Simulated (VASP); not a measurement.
Input of a VASP 6.6.1 run:

The input INCAR:

```
PREC = Accurate
ENCUT = 520
EDIFF = 1E-7
ISMEAR = 0
SIGMA = 0.02
LREAL = F
LASPH = T
NELM = 80
ALGO = Normal
ISIF = 2
LWAVE = F
LCHARG = F
GGA = PE
IVDW = 12
NBANDS = 35
```

File KPOINTS:

```
regular mesh
0
Gamma
  12 12 2
```

POSCAR

```
WSe2
1.0
    3.1316109510      0.0000000000      0.0000000000
   -1.5658054755      2.7120546383      0.0000000000
    0.0000000000      0.0000000000     13.1336822640
W Se
2 4
Direct
    0.6666666667      0.3333333333      0.2499612159
    0.3333333333      0.6666666667      0.7500387841
    0.3333333333      0.6666666667      0.3830594470
    0.6666666667      0.3333333333      0.8831361514
    0.3333333333      0.6666666667      0.1168638486
    0.6666666667      0.3333333333      0.6169405530
```

Potentials or basis: VASP PAW PBE potentials, release 64 (W_sv, Se).

Run with:

```bash
$ cat potpaw_PBE.64/W_sv/POTCAR potpaw_PBE.64/Se/POTCAR > POTCAR
$ mpirun -np 1 vasp_std > vasp.out
```

Q: What does it give for the pressure?

A: 8.1 GPa.

Q: Estimate the largest force.

A: 0.024 eV/Å.

Forces on the atoms (eV/Å):
```
W    0.000  0.000  0.000
W    0.000  0.000  0.000
Se   0.000  0.000 -0.023
Se   0.000  0.000 -0.024
Se   0.000  0.000  0.024
Se   0.000  0.000  0.023
```

Caveat: the cell differs from its parent crystal (biaxial strain in the a-b plane: -4.5 %).
